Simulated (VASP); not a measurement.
Runs of VASP 6.6.1 on Pd. The structure is that of space group Fd-3m (No. 227), or close to it. The cells are those of the table. This isn't the form of Pd at room conditions, which is fcc.

| cell | gap on the mesh (eV) | pressure (GPa) | moment (μB) |
| --- | --- | --- | --- |
| a = 4.107 Å, angles 60.0°, 2 atoms | none | -0.3 | 0.94 |
| a = 4.161 Å, angles 60.0°, 2 atoms | none | (c) | 0.93 |
| a = 4.265 Å, angles 60.0°, 2 atoms | none | (b) | 0.89 |
| a = 4.214 Å, angles 60.0°, 2 atoms | none | -4.3 | (a) |
| a = 4.052 Å, angles 60.0°, 2 atoms | none | 2.7 | 0.96 |

Alike in all rows: task single point; level PBE; potentials or basis VASP PAW PBE potentials, release 64 (Pd); spin collinear; k mesh 15 × 15 × 15; cutoff (eV) 520; smearing fermi-dirac 0.05 eV.

Fill in the values left out.

(a) 0.91; (b) -5.7; (c) -2.6.

Caveats: the cell stands under tension (at least some runs).

A k mesh can miss the band edges, and the runs leave out spin-orbit coupling on Pd.

A gap of «none» marks levels without a gap at the run's occupations.
